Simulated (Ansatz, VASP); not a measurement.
## CdTe: VASP beside Ansatz

```
Cd Te
1.0
     0.00000    3.71406    2.62584
     3.71406    0.00000    2.62584
     3.71406    3.71406    0.00000
Cd Te
1 1
Direct
  0.00000 0.00000 0.00000
  0.75000 0.75000 0.75000
```

Alike in both runs: task single point; functional PBE; k mesh 10 × 10 × 10; occupations gaussian, width 0.05 eV; no spin polarisation.

```csv
,VASP,Ansatz
version,VASP 6.6.1,Ansatz 0.2.0
potentials or method,"VASP PAW PBE potentials, release 64 (Cd, Te), cutoff 520 eV","scalar-relativistic, plane waves, PAW"
valence electrons in the cell,18,36
```

Ansatz gave:

| Quantity | Value |
| --- | --- |
| gap on the k mesh at the Fermi level (eV) | 0.11 |
| least direct gap on the mesh (eV) | 0.11 |
| pressure (GPa) | -1.6 |
| traceless stress, the component that is largest in VASP (GPa) | 2.32 |

Q: Which values does VASP return?

A: gap on the k mesh at the Fermi level (eV): 0.11; least direct gap on the mesh (eV): 0.11; pressure (GPa): -1.5; traceless stress, the component that is largest in VASP (GPa): 2.29.

VASP's potentials hold 18 valence electrons a cell and Ansatz's 36, so a difference there can come from the potentials and not from the codes.

Spin-orbit coupling is off throughout.
